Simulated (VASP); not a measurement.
Write the native input for VASP 6.6.1 that does the following.

```
Task                   : single point
Functional             : PBE
Potentials or basis    : VASP PAW PBE potentials, release 64 (Ba_sv, Li_sv, Rh_pv)
Cutoff                 : 520 eV
k mesh                 : 4 × 4 × 4
Occupations            : gaussian, width 0.1 eV
Spin                   : no spin polarisation
Dipole correction      : no
Further INCAR settings : ALGO = Normal; EDIFF = 1e-06; NBANDS = 50
```

The structure of BaLi3Rh4 lies in POSCAR:

```
BaLi3Rh4
1.0
    5.0698698900      0.0000000000      0.0000000000
    0.0000000000      5.0698698900      0.0000000000
    0.0000000000      0.0000000000      5.0698698900
Ba Li Rh
1 3 4
Direct
    0.5000000000      0.5000000000      0.5000000000
    0.0000000000      0.0000000000      0.5000000000
    0.0000000000      0.5000000000      0.0000000000
    0.5000000000      0.0000000000      0.0000000000
    0.0000000000      0.0000000000      0.0000000000
    0.5000000000      0.5000000000      0.0000000000
    0.5000000000      0.0000000000      0.5000000000
    0.0000000000      0.5000000000      0.5000000000
```

The input as run:

INCAR

```
PREC = Accurate ; ENCUT = 520
EDIFF = 1E-6 ; ISMEAR = 0
SIGMA = 0.1 ; LREAL = False
LASPH = True ; NELM = 100
ALGO = Normal ; ISIF = 2
LWAVE = False ; LCHARG = True
GGA = PE ; LELF = True
LVHAR = True ; NBANDS = 50
```

KPOINTS

```
regular mesh
0
Gamma
  4 4 4
```

Potentials or basis: VASP PAW PBE potentials, release 64 (Ba_sv, Li_sv, Rh_pv).

The run is started by

```console
$ cat potpaw_PBE.64/Ba_sv/POTCAR potpaw_PBE.64/Li_sv/POTCAR potpaw_PBE.64/Rh_pv/POTCAR > POTCAR
$ mpirun -np 1 vasp_std > vasp.out
```

Run time: 88 s on 1 thread of AMD EPYC 7R13 Processor (Zen 3) (shared host), peak memory 0.24 GiB.
